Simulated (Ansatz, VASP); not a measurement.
## BaLiF3: VASP beside Ansatz

Contents of INCAR:

```
SYSTEM = BaLiF3
PREC = Accurate
ENCUT = 520
EDIFF = 1E-6
ISMEAR = 0
SIGMA = 0.05
LREAL = .FALSE.
LASPH = .TRUE.
NELM = 60
ALGO = Normal
ISIF = 2
LWAVE = .FALSE.
LCHARG = .FALSE.
NBANDS = 25
```

The input KPOINTS:

```
regular mesh
0
G
  6 6 6
  0 0 0
```

POSCAR

```
BaLiF3
1.0
    3.8689241908      0.0000000000      0.0000000000
    0.0000000000      3.8689241908      0.0000000000
    0.0000000000      0.0000000000      3.9287529154
Ba Li F
1 1 3
Direct
    0.0000000000      0.0000000000      0.0000000000
    0.5000000000      0.5000000000      0.5000000000
    0.0000000000      0.5000000000      0.5000000000
    0.5000000000      0.5000000000      0.0000000000
    0.5000000000      0.0000000000      0.5000000000
```

Input for Ansatz:

```yaml
crystal:
  lattice:
    - [3.8689241908, 0.0, 0.0]
    - [0.0, 3.8689241908, 0.0]
    - [0.0, 0.0, 3.9287529154]
  atoms:
    - { symbol: Ba, position: [0.0, 0.0, 0.0] }
    - { symbol: Li, position: [0.5, 0.5, 0.5] }
    - { symbol: F, position: [0.0, 0.5, 0.5] }
    - { symbol: F, position: [0.5, 0.5, 0.0] }
    - { symbol: F, position: [0.5, 0.0, 0.5] }
basis:
  ecutwfc: 420
kpoints:
  mp_grid: { grid: [6, 6, 6] }
hamiltonian:
  xc: lda
scf:
  occupations: { method: gaussian, width: 0.05 }
output:
  forces: true
  stress: true
  eigenvalues: true
```

Change from the starting cell: strain -0.030 along x and y, -0.015 along z, atoms carried along.

Alike in both runs: task single point; functional LDA; k mesh 6 × 6 × 6; occupations gaussian, width 0.05 eV; no spin polarisation.

|  | VASP | Ansatz |
| --- | --- | --- |
| version | VASP 6.6.1 | Ansatz 0.2.0 |
| potentials or method | VASP PAW LDA potentials, release 64 (Ba_sv, Li_sv, F), cutoff 520 eV | scalar-relativistic, plane waves, PAW |
| valence electrons in the cell | 34 | 34 |

```csv
,VASP,Ansatz,Ansatz less VASP
gap on the k mesh at the Fermi level (eV),6.48,6.59,+0.105
least direct gap on the mesh (eV),6.48,6.59,+0.105
```

LDA's correlation is that of Perdew and Zunger in VASP and of Perdew and Wang (1992) in Ansatz.

Spin-orbit coupling is off throughout. Noted on VASP's run: the cutoff is short for stress, so the pressure is rough.
